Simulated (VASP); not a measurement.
Nb: single point with PBEsol

Crystal: Nb.

```xyz
2
Lattice="-1.8967 1.8969 1.3627 1.8969 -1.8967 1.3627 3.4529 3.4529 -1.3624" Properties=species:S:1:pos:R:3 pbc="T T T"
Nb    1.8966   -1.8964    1.3627
Nb    0.7784    2.6746    0.6815
```

```
Program             : VASP 6.6.1
Task                : single point
Functional          : PBEsol
Potentials or basis : VASP PAW PBE potentials, release 64 (Nb_sv)
Cutoff              : 520 eV
k mesh              : 13 × 13 × 9
Occupations         : fermi-dirac, width 0.1 eV
Spin                : no spin polarisation
```

```
Pressure               : -0.3 GPa
Band gap on the k mesh : zero (bands 13 and 14 overlap by 2.80 eV)
```

Stress tensor (GPa, compression positive):
```
-0.32  0.02 -0.01
 0.02 -0.32 -0.01
-0.01 -0.01 -0.24
```

Levels at points of the mesh, in eV from the Fermi level:
```
           k point  band 11  band 12  band 13  band 14  band 15  band 16
(0.00, 0.00, 0.00)    -0.96    -0.86     0.83     0.99     1.39     1.95
```

Run time: 7.9 min on 1 thread of Intel(R) Xeon(R) Platinum 8375C CPU @ 2.90GHz (Ice Lake) (shared host), peak memory 0.5 GiB.

Caveat: the PAW data sets were made with another functional, which shifts forces and pressure a little.
